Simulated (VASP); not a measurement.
# HfO2 (Fm-3m) in VASP: vibrations by perturbation theory with LDA

Aim: the vibrations by perturbation theory of HfO2 with LDA.

Program: VASP 6.6.1. These are calculated values, not measurements. Logs are shortened: lines on timing, memory, paths and dates and some standing lists are left out, and cuts for length are marked.

## (1) The cell of the first run

Symmetry: Fm-3m, No. 225, cubic system. The conventional cell has a = 4.995 Å, b = 4.995 Å, c = 4.995 Å, α = 90.00°, β = 90.00°, γ = 90.00°. Hf (site symmetry m-3m) has 8 O at 2.16 Å within 2.9 Å. Within 2.9 Å of O (site symmetry -43m) lie 4 Hf at 2.16 Å and 6 O at 2.50 Å.

## (2) Vibrations by perturbation theory, LDA

The input, INCAR:

```
SYSTEM = HfO2
PREC = Accurate
ENCUT = 520
EDIFF = 1E-8
ISMEAR = 0
SIGMA = 0.01
LREAL = .FALSE.
LASPH = .TRUE.
NELM = 60
ALGO = Normal
ISIF = 2
LWAVE = .FALSE.
LCHARG = .FALSE.
GGA = CA
NBANDS = 18
IBRION = 8
NSW = 1
LEPSILON = .TRUE.
```

The input, KPOINTS:

```
Automatic mesh
0
G
  8 8 8
  0 0 0
```

The input, POSCAR:

```
HfO2
1.0
    0.0000000000      2.4975748620      2.4975748620
    2.4975748620      0.0000000000      2.4975748620
    2.4975748620      2.4975748620      0.0000000000
Hf O
1 2
Direct
    0.0000000000      0.0000000000      0.0000000000
    0.2500000000      0.2500000000      0.2500000000
    0.7500000000      0.7500000000      0.7500000000
```

Potentials or basis: VASP PAW LDA potentials, release 64 (Hf_pv, O).

Launch:

```bash
$ cat potpaw_LDA.64/Hf_pv/POTCAR potpaw_LDA.64/O/POTCAR > POTCAR
$ mpirun -np 1 vasp_std > vasp.out
```

OUTCAR:

```text
SYSTEM = HfO2
   PREC = Accurate
   ENCUT = 520
   EDIFF = 1E-8
   ISMEAR = 0
   LREAL = .FALSE.
   LASPH = .TRUE.
   NELM = 60
   ISIF = 2
   GGA = CA
   IBRION = 8
   NSW = 1
   LEPSILON = .TRUE.

 ion  position               nearest neighbor table
   1  0.000  0.000  0.000-   3 2.16   3 2.16   3 2.16   2 2.16   3 2.16   2 2.16   2 2.16   2 2.16

   2  0.250  0.250  0.250-   1 2.16   1 2.16   1 2.16   1 2.16
   3  0.750  0.750  0.750-   1 2.16   1 2.16   1 2.16   1 2.16

  LATTYP: Found a face centered cubic cell.
 ALAT       =     4.9951497240

  Lattice vectors:

 A1 = (   0.0000000000,   2.4975748620,   2.4975748620)
 A2 = (   2.4975748620,   0.0000000000,   2.4975748620)
 A3 = (   2.4975748620,   2.4975748620,   0.0000000000)

Analysis of symmetry for initial positions (statically):
=====================================================================
 Subroutine PRICEL returns:
 Original cell was already a primitive cell.

 Routine SETGRP: Setting up the symmetry group for a
 face centered cubic supercell.

 Subroutine GETGRP returns: Found 48 space group operations
 (whereof 48 operations were pure point group operations)
 out of a pool of 48 trial point group operations.

The static configuration has the point symmetry O_h .

Analysis of symmetry for dynamics (positions and initial velocities):
=====================================================================
 Subroutine PRICEL returns:
 Original cell was already a primitive cell.

 Routine SETGRP: Setting up the symmetry group for a
 face centered cubic supercell.

 Subroutine GETGRP returns: Found 48 space group operations
 (whereof 48 operations were pure point group operations)
 out of a pool of 48 trial point group operations.

The dynamic configuration has the point symmetry O_h .

 Subroutine INISYM returns: Found 48 space group operations
 (whereof 48 operations are pure point group operations),
 and found     1 'primitive' translations

----------------------------------------------------------------------------------------

                                     Primitive cell

  volume of cell :      31.1591

  direct lattice vectors                    reciprocal lattice vectors
     0.000000000  2.497574862  2.497574862    -0.200194199  0.200194199  0.200194199
     2.497574862  0.000000000  2.497574862     0.200194199 -0.200194199  0.200194199
     2.497574862  2.497574862  0.000000000     0.200194199  0.200194199 -0.200194199

  length of vectors
     3.532104243  3.532104243  3.532104243     0.346746525  0.346746525  0.346746525

  position of ions in fractional coordinates (direct lattice)
     0.000000000  0.000000000  0.000000000
     0.250000000  0.250000000  0.250000000
     0.750000000  0.750000000  0.750000000

  ion indices of the primitive-cell ions
   primitive index   ion index
                 1           1
                 2           2
                 3           3

----------------------------------------------------------------------------------------

 KPOINTS: Automatic mesh

Automatic generation of k-mesh.
[... 672 lines left out ...]

--------------------------------------- Ionic step        3  -------------------------------------------

------------------------ aborting loop because EDIFF is reached ----------------------------------------

 PIEZOELECTRIC TENSOR FIELD DIRECTION 3  (e Angst)
 -----------------------------------------------------------------------------
     0.00002  0.00000  0.00000           ( -0.00001  0.00000  0.00000)
     0.00000  0.00002  0.00000           (  0.00000 -0.00001 -0.00000)
     0.00000 -0.00000 -0.00044           (  0.00000 -0.00000  0.00000)

 PIEZOELECTRIC TENSOR FIELD DIRECTION 3  (C/m^2)
 -----------------------------------------------------------------------------
     0.00001  0.00000  0.00000
     0.00000  0.00001  0.00000
     0.00000 -0.00000 -0.00023

--------------------------------------- Ionic step        4  -------------------------------------------

------------------------ aborting loop because EDIFF is reached ----------------------------------------

[... ionic steps 5 to 6 ...]

--------------------------------------- Ionic step        7  -------------------------------------------

 Free energy of the ion-electron system (eV)
  ---------------------------------------------------
  ---------------------------------------------------
  free energy    TOTEN  =        -0.36088394 eV

  energy without entropy =       -0.36088394

------------------------ aborting loop because EDIFF is reached ----------------------------------------

 INTERNAL STRAIN TENSOR  FOR ION    2  DIRECTION 1   (eV/Angst):
 -----------------------------------------------------------------------------
    -0.00144  0.00000  0.00000
     0.00000  0.00084 -8.39167
     0.00000 -8.39167  0.00084

 MACROSCOPIC STATIC DIELECTRIC TENSOR (including local field effects in DFT)
 ------------------------------------------------------
           5.339268     0.000000     0.000000
           0.000000     5.339268     0.000000
           0.000000    -0.000000     5.339268
 ------------------------------------------------------

 PIEZOELECTRIC TENSOR (including local field effects)  for field in x, y, z        (e  Angst)
          XX          YY          ZZ          XY          YZ          ZX
  --------------------------------------------------------------------------------
  x     0.00000     0.00000     0.00000     0.00000     0.00000     0.00000
  y     0.00000     0.00000     0.00000     0.00000     0.00000     0.00000
  z     0.00000     0.00000     0.00000     0.00000     0.00000     0.00000

 PIEZOELECTRIC TENSOR (including local field effects)  for field in x, y, z        (C/m^2)
          XX          YY          ZZ          XY          YZ          ZX
  --------------------------------------------------------------------------------
  x     0.00000     0.00000     0.00000     0.00000     0.00000     0.00000
  y     0.00000     0.00000     0.00000     0.00000     0.00000     0.00000
  z     0.00000     0.00000     0.00000     0.00000     0.00000     0.00000

 BORN EFFECTIVE CHARGES (including local field effects) (in |e|, cummulative output)
 ---------------------------------------------------------------------------------
 ion    1
    1     5.55150     0.00000     0.00000
    2     0.00000     5.55150     0.00000
    3     0.00000     0.00000     5.55150
 ion    2
    1    -2.77575     0.00000     0.00000
    2     0.00000    -2.77575     0.00000
    3     0.00000     0.00000    -2.77575
 ion    3
    1    -2.77575     0.00000     0.00000
    2     0.00000    -2.77575     0.00000
    3     0.00000     0.00000    -2.77575

 INTERNAL STRAIN TENSOR FOR ION    3 for displacements in x,y,z  (eV/Angst):
          X           Y           Z          XY          YZ          ZX
  --------------------------------------------------------------------------------
  x     0.00000    -0.00000    -0.00000     0.00000     8.39167     0.00000
  y    -0.00000    -0.00000    -0.00000     0.00000     0.00000     8.39167
  z    -0.00000    -0.00000     0.00000     8.39167     0.00000     0.00000

 SECOND DERIVATIVES (NOT SYMMETRIZED)
 ------------------------------------
               1X          1Y          1Z          2X          2Y          2Z          3X          3Y          3Z
  1X    -6.299809    0.000000    0.000000    3.149905    0.000000    0.000000    3.149905    0.000000    0.000000
  1Y     0.000000   -6.299809    0.000000    0.000000    3.149905    0.000000    0.000000    3.149905    0.000000
  1Z     0.000000    0.000000   -6.299809    0.000000    0.000000    3.149905    0.000000    0.000000    3.149905
  2X     3.147597    0.000000    0.000000  -12.097547    0.000000    0.000000    8.949950    0.000000    0.000000
  2Y     0.000000    3.147597    0.000000    0.000000  -12.097547    0.000000    0.000000    8.949950    0.000000
  2Z     0.000000    0.000000    3.147597    0.000000    0.000000  -12.097547    0.000000    0.000000    8.949950
  3X     3.147597    0.000000    0.000000    8.949950    0.000000    0.000000  -12.097547    0.000000    0.000000
  3Y     0.000000    3.147597    0.000000    0.000000    8.949950    0.000000    0.000000  -12.097547    0.000000
  3Z     0.000000    0.000000    3.147597    0.000000    0.000000    8.949950    0.000000    0.000000  -12.097547

 Eigenvectors and eigenvalues of the dynamical matrix
 ----------------------------------------------------

   1 f  =   17.930440 THz   112.660280 2PiTHz  598.095113 cm-1    74.154310 meV
             X         Y         Z           dx          dy          dz
      0.000000  0.000000  0.000000    -0.000000   -0.000000    0.000000
      1.248787  1.248787  1.248787    -0.702890   -0.077110   -0.000000
      3.746362  3.746362  3.746362     0.702890    0.077110    0.000000
[... 43 lines left out ...]
   9 f/i=    0.000991 THz     0.006228 2PiTHz    0.033062 cm-1     0.004099 meV
             X         Y         Z           dx          dy          dz
      0.000000  0.000000  0.000000    -0.000274   -0.000077   -0.920804
      1.248787  1.248787  1.248787    -0.000082   -0.000023   -0.275790
      3.746362  3.746362  3.746362    -0.000082   -0.000023   -0.275790

--------------------------------------------------------------------------------------------------------

 MACROSCOPIC STATIC DIELECTRIC TENSOR IONIC CONTRIBUTION
 ------------------------------------------------------
          28.417116    -0.000000     0.000000
          -0.000000    28.417116    -0.000000
           0.000000    -0.000000    28.417116
 ------------------------------------------------------

 ELASTIC MODULI CONTR FROM IONIC RELAXATION (kBar)
 Direction    XX          YY          ZZ          XY          YZ          ZX
 --------------------------------------------------------------------------------
 XX          -0.0000      0.0000      0.0000      0.0000     -0.0000      0.0000
 YY           0.0000     -0.0000     -0.0000      0.0000      0.0000      0.0000
 ZZ           0.0000     -0.0000     -0.0000     -0.0000      0.0000      0.0000
 XY           0.0000      0.0000     -0.0000   -344.0739      0.0000      0.0000
 YZ          -0.0000      0.0000      0.0000      0.0000   -344.0739      0.0000
 ZX           0.0000      0.0000      0.0000      0.0000      0.0000   -344.0739
 --------------------------------------------------------------------------------

 PIEZOELECTRIC TENSOR IONIC CONTR  for field in x, y, z        (C/m^2)
          XX          YY          ZZ          XY          YZ          ZX
  --------------------------------------------------------------------------------
  x    -0.00000     0.00000     0.00000     0.00000    -0.00000     0.00000
  y    -0.00000    -0.00000    -0.00000    -0.00000    -0.00000     0.00000
  z    -0.00000     0.00000     0.00000    -0.00000    -0.00000    -0.00000
```

It took 6.6 min on 1 thread of Intel Xeon Platinum 8488C (Sapphire Rapids), shared host; peak memory 0.31 GiB.

Results:

```yaml
Electronic_dielectric_tensor_diagonal: 5.34
Born_charges_mean_of_the_diagonal: Hf +5.55; O -2.78 e
Highest_phonon_frequency_at_Γ_LO-TO_splitting_left_out: 598 cm⁻¹
```

Phonon frequencies in cm⁻¹ (negative: imaginary):
```tsv
q point	frequencies
(0.000, 0.000, 0.000)	0 0 0 251 251 251 598 598 598
```

Electronic dielectric tensor:
```
5.34 0.00 0.00
0.00 5.34 0.00
0.00 0.00 5.34
```

Born effective charge tensors (e):
atom 1, Hf
```
5.55 0.00 0.00
0.00 5.55 0.00
0.00 0.00 5.55
```
atom 2, O
```
-2.78  0.00  0.00
 0.00 -2.78  0.00
 0.00  0.00 -2.78
```
atom 3, O
```
-2.78  0.00  0.00
 0.00 -2.78  0.00
 0.00  0.00 -2.78
```

Caveat: the cell stands under pressure or tension, which shifts response properties; spin-orbit coupling is left out, which moves the levels of the heavy elements.
